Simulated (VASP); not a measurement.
# LiSb2 (I4/mmm) in VASP: further runs, part 2 of 2

VASP 6.6.1.

### Step 4. Relaxation of cell and atoms, PBE

The input, INCAR:

```
PREC = Accurate ; ENCUT = 600
EDIFF = 1E-6 ; ISMEAR = 0
SIGMA = 0.1 ; LREAL = False
LASPH = True ; NELM = 100
ALGO = Normal ; ISIF = 3
LWAVE = False ; LCHARG = False
GGA = PE ; IBRION = 2
NSW = 90 ; EDIFFG = -0.04
```

The input, KPOINTS:

```
Automatic mesh
0
Gamma
  6 6 6
```

The input, POSCAR:

```
LiSb2
1.0
   -2.0418104683      2.0418104683      4.5156011033
    2.0418104683     -2.0418104683      4.5156011033
    2.0418104683      2.0418104683     -4.5156011033
Li Sb
1 2
Direct
    0.5000000000      0.5000000000      0.0000000000
    0.1737993939      0.1737993939      0.0000000000
    0.8262006061      0.8262006061      0.0000000000
```

Started as:

```console
$ cat potpaw_PBE.64/Li_sv/POTCAR potpaw_PBE.64/Sb/POTCAR > POTCAR
$ mpirun -np 1 vasp_std > vasp.out
```

Run time: 6.3 min. Hardware: 1 thread of Intel Xeon 8259CL, shared host; peak memory 0.36 GiB.

It converged, with:

| Item | Value |
| --- | --- |
| Free energy | -10.5405 eV |
| Relaxed volume | 25.16 Å³/atom |
| Relaxed cell | a = 5.598 Å, b = 5.598 Å, c = 5.598 Å, α = 138.74°, β = 138.74°, γ = 59.76° |
| Space group after relaxing (to 0.1 Å) | I4/mmm (No. 139) |
| Energy gained by relaxing | 21.2 meV/atom |
| Ionic steps | 9 |
| Pressure after relaxing | 0.0 GPa |
| Largest force after relaxing | 0.016 eV/Å |
| Band gap on the k mesh | zero (an odd number of electrons rules out a gap without spin polarisation) |

Forces in eV/Å, atoms in the order of the input:
```
Li   0.000  0.000  0.000
Sb   0.000  0.000  0.016
Sb   0.000  0.000 -0.016
```

Stress tensor (GPa, compression positive):
```
-0.08  0.00  0.00
 0.00 -0.08  0.00
 0.00  0.00  0.07
```

Step by step:
| step | energy change (eV) | largest force (eV/Å) | pressure (GPa) | volume (Å³) |
| --- | --- | --- | --- | --- |
| 1 | 0.0000 | 0.1443 | -0.20 | 75.30 |
| 2 | -0.0195 | 0.1763 | -0.06 | 74.95 |
| 3 | -0.0558 | 0.0406 | 0.63 | 73.77 |
| 4 | -0.0540 | 0.0243 | 1.28 | 73.12 |
| 5 | -0.0574 | 0.0132 | 0.89 | 73.49 |
| 6 | -0.0604 | 0.1206 | -0.46 | 75.79 |
| 7 | -0.0619 | 0.0789 | 0.02 | 74.93 |
| 8 | -0.0628 | 0.0539 | 0.00 | 75.13 |
| 9 | -0.0635 | 0.0165 | -0.03 | 75.49 |

Final structure:
```yaml
crystal:
  lattice:
    - [-1.97197, 1.97197, 4.85332]
    - [1.97197, -1.97197, 4.85332]
    - [1.97197, 1.97197, -4.85332]
  atoms:
    - { symbol: Li, position: [0.50000, 0.50000, 0.00000] }
    - { symbol: Sb, position: [0.17952, 0.17952, 0.00000] }
    - { symbol: Sb, position: [0.82048, 0.82048, 0.00000] }
```

Levels at points of the mesh, in eV from the Fermi level:
```csv
k point,band 2,band 3,band 4,band 5,band 6,band 7,band 8,band 9,band 10
"(0.00, 0.00, 0.00)",-12.17,-6.55,-3.00,-1.69,-1.69,-1.16,1.88,1.88,3.63
"(0.50, 0.00, 0.00)",-10.05,-9.53,-4.19,-3.15,0.18,0.62,1.27,2.02,3.49
"(0.50, 0.50, 0.00)",-9.00,-8.38,-5.24,-4.70,-2.38,-1.21,-0.11,1.54,3.34
"(0.50, 0.50, 0.50)",-11.77,-8.33,-2.17,-2.17,-1.97,1.45,2.90,3.83,3.83
```

Caveat: the cutoff is under 1.25 times the usual one of these potentials, so pressure, stress and relaxed cells hold a basis-set (Pulay) error; spin-orbit coupling is left out, which moves the levels of the heavy elements.

### Step 5. Single point, PBE

This run uses another cell than the first one, of 27.11 Å³/atom.

The input, INCAR:

```
SYSTEM = LiSb2
PREC     = Accurate       ! precision mode
ENCUT    = 520            ! plane-wave cutoff, eV
EDIFF    = 1E-6           ! SCF threshold, eV
ISMEAR   = 0              ! smearing method
SIGMA    = 0.1            ! smearing width, eV
LREAL    = .FALSE.        ! projectors in reciprocal space
LASPH    = .TRUE.         ! aspherical terms in the spheres
NELM     = 80             ! most SCF steps
ALGO     = Normal         ! electronic algorithm
ISIF     = 2              ! what is computed and relaxed
LWAVE    = .FALSE.        ! write WAVECAR
LCHARG   = .FALSE.        ! write CHGCAR
GGA      = PE             ! functional
NBANDS   = 14             ! bands
```

The input, KPOINTS:

```
Automatic mesh
0
G
  16 16 16
  0 0 0
```

The input, POSCAR:

```
LiSb2
1.0
   -2.0477767137      2.0477767137      4.8482084139
    2.0477767137     -2.0477767137      4.8482084139
    2.0477767137      2.0477767137     -4.8482084139
Li Sb
1 2
Direct
    0.5000000000      0.5000000000      0.0000000000
    0.1973678895      0.1973678895      0.0000000000
    0.8026321105      0.8026321105      0.0000000000
```

Started as:

```console
$ cat potpaw_PBE.64/Li_sv/POTCAR potpaw_PBE.64/Sb/POTCAR > POTCAR
$ mpirun -np 1 vasp_std > vasp.out
```

It took 10 min on 1 thread of Intel Xeon 8259CL, shared host; peak memory 0.53 GiB.

It converged, with:

| Quantity | Value |
| --- | --- |
| Free energy | -10.5803 eV |
| Band gap on the k mesh | zero (an odd number of electrons rules out a gap without spin polarisation) |

Forces in eV/Å, atoms in the order of the input:
```
Li   0.000  0.000  0.000
Sb   0.000  0.000 -0.003
Sb   0.000  0.000  0.003
```

Levels at points of the mesh, in eV from the Fermi level:
```
           k point  band 4  band 5  band 6  band 7  band 8  band 9
(0.00, 0.00, 0.00)   -2.10   -2.10   -2.03   -1.67    2.62    2.62
(0.50, 0.00, 0.00)   -3.37   -2.48   -0.03    0.19    1.15    1.73
(0.50, 0.50, 0.00)   -5.09   -4.72   -1.96   -0.32   -0.16    2.58
(0.50, 0.50, 0.50)   -2.85   -2.42   -2.42    1.77    2.88    4.19
```

Caveat: the cutoff is under 1.25 times the usual one of these potentials, so pressure, stress and relaxed cells hold a basis-set (Pulay) error; spin-orbit coupling is left out, which moves the levels of the heavy elements.

### Step 6. The runs side by side

| task | cell | k mesh | cutoff (eV) | gap on the mesh (eV) | largest force (eV/Å) |
| --- | --- | --- | --- | --- | --- |
| single point | a = 5.360 Å, angles 135.2, 135.2, 65.2°, 3 atoms, atomic positions A | 4 × 4 × 4 | 520 | none | - |
| single point | a = 5.600 Å, angles 138.5, 138.5, 60.2°, 3 atoms, atomic positions B | 6 × 6 × 6 | 520 | none | 0.04 |
| relaxation of cell and atoms | relaxed from a = 5.360 Å, angles 135.2, 135.2, 65.2°, 3 atoms, atomic positions A | 6 × 6 × 6 | 600 | none | 0.02 |
| single point | a = 5.647 Å, angles 137.5, 137.5, 61.7°, 3 atoms, atomic positions C | 16 × 16 × 16 | 520 | none | - |

Alike in all rows: level PBE; potentials or basis VASP PAW PBE potentials, release 64 (Li_sv, Sb); no spin polarisation; smearing gaussian 0.1 eV.

Caveats: some runs use coarse meshes; the cutoff is under 1.25 times the usual one of these potentials, so pressure, stress and relaxed cells hold a basis-set (Pulay) error; spin-orbit coupling is left out, which moves the levels of the heavy elements.

Total energies depend on the potentials used, so only differences within one code and one set of settings carry meaning.
